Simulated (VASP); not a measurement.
# LiMgBN2 (I-4m2) in VASP: notebook

The runs below take LiMgBN2 through single point, relaxation of cell and atoms, with PBEsol.

Everything below comes from runs of VASP 6.6.1. Logs are shortened: lines on timing, memory, paths and dates and some standing lists are left out, and cuts for length are marked.

## 1. The cell of the first run

It takes space group I-4m2 (No. 119, tetragonal). The conventional cell has a = 3.779 Å, b = 3.779 Å, c = 8.848 Å, α = 90.00°, β = 90.00°, γ = 90.00°. Within 3.0 Å of Li (site symmetry -4m2) lie 4 N at 2.08 Å and 4 Mg at 2.67 Å and 4 B at 2.91 Å. Within 3.0 Å of Mg (site symmetry -4m2) lie 4 N at 2.08 Å and 4 Li at 2.67 Å and 4 B at 2.91 Å. B (site symmetry -4m2) has 2 N at 1.34 Å within 1.8 Å. N (site symmetry 2mm) has 1 B at 1.34 Å within 1.8 Å.

## 2. Single point, PBEsol

The input, INCAR:

```
SYSTEM = LiMgBN2
  PREC = Accurate
  ENCUT = 520
  EDIFF = 1E-7
  ISMEAR = 0
  SIGMA = 0.02
  LREAL = .False.
  LASPH = .True.
  NELM = 60
  ALGO = Normal
  ISIF = 2
  LWAVE = .False.
  LCHARG = .True.
  GGA = PS
  LELF = .True.
  LVHAR = .True.
  NBANDS = 17
```

The input, KPOINTS:

```
regular mesh
0
Gamma
  10 10 10
  0 0 0
```

The input, POSCAR:

```
LiMgBN2
1.0
   -1.8895840496      1.8895840496      4.4241181833
    1.8895840496     -1.8895840496      4.4241181833
    1.8895840496      1.8895840496     -4.4241181833
Li Mg B N
1 1 1 2
Direct
    0.2500000000      0.7500000000      0.5000000000
    0.7500000000      0.2500000000      0.5000000000
    0.5000000000      0.5000000000      0.0000000000
    0.6517419864      0.6517419864      0.0000000000
    0.3482580136      0.3482580136      0.0000000000
```

Potentials or basis: VASP PAW PBE potentials, release 64 (Li_sv, Mg, B, N).

Command:

```
$ cat potpaw_PBE.64/Li_sv/POTCAR potpaw_PBE.64/Mg/POTCAR potpaw_PBE.64/B/POTCAR potpaw_PBE.64/N/POTCAR > POTCAR
$ mpirun -np 1 vasp_std > vasp.out
```

OUTCAR:

```text
SYSTEM = LiMgBN2
   PREC = Accurate
   ENCUT = 520
   EDIFF = 1E-7
   ISMEAR = 0
   LREAL = .False.
   LASPH = .True.
   NELM = 60
   ISIF = 2
   GGA = PS

 ion  position               nearest neighbor table
   1  0.250  0.750  0.500-   4 2.08   5 2.08   5 2.08   4 2.08   2 2.67   2 2.67   2 2.67   2 2.67

   2  0.750  0.250  0.500-   4 2.08   5 2.08   5 2.08   4 2.08   1 2.67   1 2.67   1 2.67   1 2.67
                             3 2.91   3 2.91   3 2.91   3 2.91
   3  0.500  0.500  0.000-   4 1.34   5 1.34   2 2.91   2 2.91   2 2.91   2 2.91
   4  0.652  0.652  0.000-   3 1.34   1 2.08   2 2.08   2 2.08   1 2.08
   5  0.348  0.348  0.000-   3 1.34   2 2.08   1 2.08   1 2.08   2 2.08

  LATTYP: Found a body centered tetragonal cell.
 ALAT       =     3.7791680992
 C/A-ratio  =     2.3413185480

  Lattice vectors:

 A1 = (  -1.8895840496,   1.8895840496,   4.4241181833)
 A2 = (   1.8895840496,  -1.8895840496,   4.4241181833)
 A3 = (   1.8895840496,   1.8895840496,  -4.4241181833)

Analysis of symmetry for initial positions (statically):
=====================================================================
 Subroutine PRICEL returns:
 Original cell was already a primitive cell.

 Routine SETGRP: Setting up the symmetry group for a
 body centered tetragonal supercell.

 Subroutine GETGRP returns: Found  8 space group operations
 (whereof  8 operations were pure point group operations)
 out of a pool of 16 trial point group operations.

The static configuration has the point symmetry D_2d.

Analysis of symmetry for dynamics (positions and initial velocities):
=====================================================================
 Subroutine PRICEL returns:
 Original cell was already a primitive cell.

 Routine SETGRP: Setting up the symmetry group for a
 body centered tetragonal supercell.

 Subroutine GETGRP returns: Found  8 space group operations
 (whereof  8 operations were pure point group operations)
 out of a pool of 16 trial point group operations.

The dynamic configuration has the point symmetry D_2d.

 Subroutine INISYM returns: Found  8 space group operations
 (whereof  8 operations are pure point group operations),
 and found     1 'primitive' translations

----------------------------------------------------------------------------------------

                                     Primitive cell

  volume of cell :      63.1857

[... 92 lines left out ...]
   ENCUT  =  520.0 eV  38.22 Ry    6.18 a.u.   9.61  9.61  9.61*2*pi/ulx,y,z
   NELM   =     60;   NELMIN=  2; NELMDL= -5     # of ELM steps
   EDIFF  = 0.1E-06   stopping-criterion for ELM
   LREAL  =      F    real-space projection
   EDIFFG = 0.1E-05   stopping-criterion for IOM
   NSW    =      0    number of steps for IOM
   IBRION =     -1    ionic relax: 0-MD 1-quasi-New 2-CG
   NFREE  =      0    steps in history (QN), initial steepest desc. (CG)
   ISIF   =      2    stress and relaxation
   ISYM   =      2    0-nonsym 1-usesym 2-fastsym
   POTIM  = 0.5000    time-step for ionic-motion
   TEBEG  =    0.0;   TEEND  =   0.0 temperature during run
   PSTRESS=    0.0 pullay stress
   NELECT =      18.0000    total number of electrons
   NUPDOWN=      -1.0000    fix difference up-down
   EMIN   =  10.00;   EMAX   =-10.00  energy-range for DOS
   EFERMI =   0.00;   METHOD = LEGACY
   ISMEAR =     0;   SIGMA  =   0.02  broadening in eV -4-tet -1-fermi 0-gaus
   EFERMI_NEDOS =   21; number of points for ismear=-14 and -15
   IALGO  =     38    algorithm
   IMIX   =      4    mixing-type and parameters
     AMIX     =   0.40;   BMIX     =  1.00
     AMIX_MAG =   1.60;   BMIX_MAG =  1.00
  volume/ion in A,a.u.               =      12.64        85.28
  Fermi-wavevector in a.u.,A,eV,Ry     =   1.077191  2.035595 15.787383  1.160340
  Thomas-Fermi vector in A             =   2.213096
   LORBIT       =      0    0 simple, 1 ext, 2 COOP (PROOUT), +10 PAW based schemes
   GGA     = PS    functional components
   LHFCALC =     F    Hartree Fock is set to
   AEXX    =    0.0000 exact exchange contribution
   IVDW    =     0    specifies the selected vdW correction
   LEPSILON=     F    determine dielectric tensor
   LRPA    =     F    only Hartree local field effects (RPA)
 non-spin polarized calculation
 Gauss-broadening in eV      SIGMA  =   0.02
  energy-cutoff  :      520.00
  volume of cell :       63.19
 maximum number of plane-waves:      1726
   NGX = 19   NGY = 19   NGZ = 19

 number of electron      18.0000002 magnetization

 Free energy of the ion-electron system (eV)
  ---------------------------------------------------
  ext. energy  EPLUGINS =         0.00000000
  ---------------------------------------------------
  free energy    TOTEN  =       -32.68575792 eV

  energy without entropy =      -32.68575792  energy(sigma->0) =      -32.68575792

 E-fermi :   1.0172     XC(G=0):  -8.8269

 val. band max:        0.9333277035   @ k =   0.5000   0.5000   0.5000
 cond. band min:       3.4650404744   @ k =   0.0000   0.0000   0.0000
 fundamental gap:      2.5317127709
 Fermi energy:         1.0171920484

 k-point     1 :       0.0000    0.0000    0.0000
  band No.  band energies     occupation
      1     -41.8472      2.00000
      2     -13.4173      2.00000
      3     -12.3593      2.00000
      4      -3.8616      2.00000
      5      -1.5657      2.00000
      6      -1.1944      2.00000
[... 457 lines left out ...]
      4      -3.3788      2.00000
      5      -3.0332      2.00000
      6      -2.4520      2.00000
[... 9 lines left out ...]
     16      12.2067      0.00000
     17      13.2236      0.00000

 [... further k-points ...]
[... 5 lines left out ...]
  --------------------------------------------------------------------------------------
  -------------------------------------------------------------------------------------
  Total       -0.0473044     -0.0473044      0.0226830      0.0000000      0.0000000      0.0000000
  in kB       -1.1994811     -1.1994811      0.5751640      0.0000000      0.0000000      0.0000000
  external PRESSURE =      -0.6079327 kB  Pullay stress =       0.0000000 kB

 VOLUME and BASIS-vectors are now :
 -----------------------------------------------------------------------------
  energy-cutoff  :      520.00
  volume of cell :       63.19
      direct lattice vectors                 reciprocal lattice vectors
    -1.889584050  1.889584050  4.424118183     0.000000000  0.264608499  0.113016872
     1.889584050 -1.889584050  4.424118183     0.264608499  0.000000000  0.113016872
     1.889584050  1.889584050 -4.424118183     0.264608499  0.264608499  0.000000000

 POSITION                                       TOTAL-FORCE (eV/Angst)
 -----------------------------------------------------------------------------------
      1.88958     -0.00000      2.21206        -0.000000      0.000000     -0.000000
     -0.00000      1.88958      2.21206        -0.000000      0.000000     -0.000000
      0.00000      0.00000      4.42412        -0.000000      0.000000     -0.000000
      0.00000      0.00000      5.76677         0.000000     -0.000000      0.014133
      0.00000      0.00000      3.08147         0.000000     -0.000000     -0.014133
 -----------------------------------------------------------------------------------
    total drift:                               -0.000000      0.000000      0.000000

  FREE ENERGIE OF THE ION-ELECTRON SYSTEM (eV)
  ---------------------------------------------------
  free  energy   TOTEN  =       -32.6857579244 eV

  energy  without entropy=      -32.6857579244  energy(sigma->0) =      -32.68575792
```

stdout:

```text
POSCAR found type information on POSCAR LiMgB N
 POSCAR found :  4 types and       5 ions
 scaLAPACK will be used
 -----------------------------------------------------------------------------
|                                                                             |
|                                                                             |
|     You enforced a specific xc type in the INCAR file but a different       |
|     I HOPE YOU KNOW WHAT YOU ARE DOING!                                     |
|                                                                             |
 -----------------------------------------------------------------------------

 LDA part: xc-table for (Slater+PW92), standard interpolation
 POSCAR, INCAR and KPOINTS ok, starting setup
 FFT: planning ... GRIDC
 FFT: planning ... GRID_SOFT
 FFT: planning ... GRID
 WAVECAR not read
 entering main loop
```

Wall time 5.2 min (1 thread of Oxide Virtual Turin-like, shared host); peak memory 0.28 GiB.

What came out:

| Item | Value |
| --- | --- |
| Free energy | -32.6858 eV |
| Largest force | 0.014 eV/Å |
| Band gap on the k mesh | 2.53 eV (least direct gap 3.44 eV) |

Forces in eV/Å, atoms in the order of the input:
```
Li   0.000  0.000  0.000
Mg   0.000  0.000  0.000
B    0.000  0.000  0.000
N    0.000  0.000  0.014
N    0.000  0.000 -0.014
```

Caveat: the cutoff is under 1.25 times the usual one of these potentials, so pressure, stress and relaxed cells hold a basis-set (Pulay) error; the PAW data sets were made with another functional, which shifts forces and pressure a little. A k mesh can miss the band edges.

## 3. Relaxation of cell and atoms, PBEsol

This run uses another cell than the first one, of 12.96 Å³/atom.

The input, INCAR:

```
SYSTEM = LiMgBN2
ALGO = Normal
EDIFF = 1E-6
EDIFFG = -0.005
ENCUT = 600
GGA = PS
IBRION = 2
ISIF = 3
ISMEAR = 0
LASPH = .True.
LCHARG = .False.
LREAL = .False.
LWAVE = .False.
NELM = 80
NSW = 100
PREC = Accurate
SIGMA = 0.02
```

The input, KPOINTS:

```
k-points
0
Gamma
  10 10 10
  0 0 0
```

The input, POSCAR:

```
LiMgBN2
1.0
   -1.9096560000      1.9096560000      4.4435220000
    1.9096560000     -1.9096560000      4.4435220000
    1.9096560000      1.9096560000     -4.4435220000
Li Mg B N
1 1 1 2
Direct
    0.2500000000      0.7500000000      0.5000000000
    0.7500000000      0.2500000000      0.5000000000
    0.5000000000      0.5000000000      0.0000000000
    0.6512635000      0.6512635000      0.0000000000
    0.3487365000      0.3487365000      0.0000000000
```

Potentials or basis: VASP PAW PBE potentials, release 64 (Li_sv, Mg, B, N).

Command:

```
$ cat potpaw_PBE.64/Li_sv/POTCAR potpaw_PBE.64/Mg/POTCAR potpaw_PBE.64/B/POTCAR potpaw_PBE.64/N/POTCAR > POTCAR
$ mpirun -np 1 vasp_std > vasp.out
```

Run time: 21 min. Hardware: 1 thread of Oxide Virtual Turin-like, shared host; peak memory 0.33 GiB.

The run converged. Its results:

| Property | Result |
| --- | --- |
| Free energy | -32.6936 eV |
| Relaxed volume | 12.60 Å³/atom |
| Relaxed cell | a = 5.167 Å, b = 5.167 Å, c = 5.167 Å, α = 137.16°, β = 137.16°, γ = 62.20° |
| Space group after relaxing (to 0.1 Å) | I-4m2 (No. 119) |
| Energy gained by relaxing | 2.6 meV/atom |
| Ionic steps | 16 |
| Pressure after relaxing | 0.0 GPa |
| Largest force after relaxing | 0.003 eV/Å |
| Band gap on the k mesh | 2.54 eV (least direct gap 3.44 eV) |

Forces on the atoms (eV/Å):
```
Li   0.000  0.000  0.000
Mg   0.000  0.000  0.000
B    0.000  0.000  0.000
N    0.000  0.000  0.003
N    0.000  0.000 -0.003
```

Step by step:
| step | energy change (eV) | largest force (eV/Å) | pressure (GPa) | volume (Å³) |
| --- | --- | --- | --- | --- |
| 1 | 0.0000 | 0.1356 | -2.00 | 64.82 |
| 2 | -0.0125 | 0.0141 | -0.36 | 63.31 |
| 3 | -0.0128 | 0.0419 | -0.04 | 63.05 |
| 4 | -0.0128 | 0.0383 | -0.10 | 63.09 |
| 5 | -0.0127 | 0.0901 | 0.15 | 63.03 |
| 6 | -0.0128 | 0.0036 | -0.01 | 63.07 |
| 7 | -0.0129 | 0.0045 | -0.01 | 63.04 |
| 8 | -0.0130 | 0.0057 | 0.09 | 62.95 |
| 9 | -0.0130 | 0.0049 | 0.09 | 62.97 |
| 10 | -0.0129 | 0.0505 | -0.12 | 63.05 |
| 11 | -0.0130 | 0.0093 | 0.01 | 62.99 |
| 12 | -0.0130 | 0.0085 | 0.02 | 62.99 |
| 13 | -0.0130 | 0.0089 | 0.02 | 62.99 |
| 14 | -0.0130 | 0.0093 | 0.02 | 62.99 |
| 15 | -0.0130 | 0.0120 | 0.01 | 63.03 |
| 16 | -0.0130 | 0.0033 | 0.01 | 63.01 |

Final structure:
```yaml
crystal:
  lattice:
    - [-1.88697, 1.88697, 4.42419]
    - [1.88697, -1.88697, 4.42419]
    - [1.88697, 1.88697, -4.42419]
  atoms:
    - { symbol: Li, position: [0.25000, 0.75000, 0.50000] }
    - { symbol: Mg, position: [0.75000, 0.25000, 0.50000] }
    - { symbol: B, position: [0.50000, 0.50000, 0.00000] }
    - { symbol: N, position: [0.65173, 0.65173, 0.00000] }
    - { symbol: N, position: [0.34827, 0.34827, 0.00000] }
```

Levels at points of the mesh, in eV from the valence-band top:
```csv
k point,band 5,band 6,band 7,band 8,band 9,band 10,band 11,band 12,band 13
"(0.00, 0.00, 0.00)",-2.50,-2.13,-2.13,-1.41,-1.41,2.54,5.98,7.88,7.88
"(0.50, 0.00, 0.00)",-4.14,-2.62,-2.39,-1.15,-0.65,5.28,5.70,7.11,7.83
"(0.50, 0.50, 0.00)",-4.05,-3.32,-3.03,-1.98,-0.48,4.97,5.59,6.68,7.74
"(0.50, 0.50, 0.50)",-3.65,-2.95,-2.95,0.00,0.00,3.44,6.46,6.56,6.56
```

Caveat: the cutoff is under 1.25 times the usual one of these potentials, so pressure, stress and relaxed cells hold a basis-set (Pulay) error; the PAW data sets were made with another functional, which shifts forces and pressure a little. A k mesh can miss the band edges.
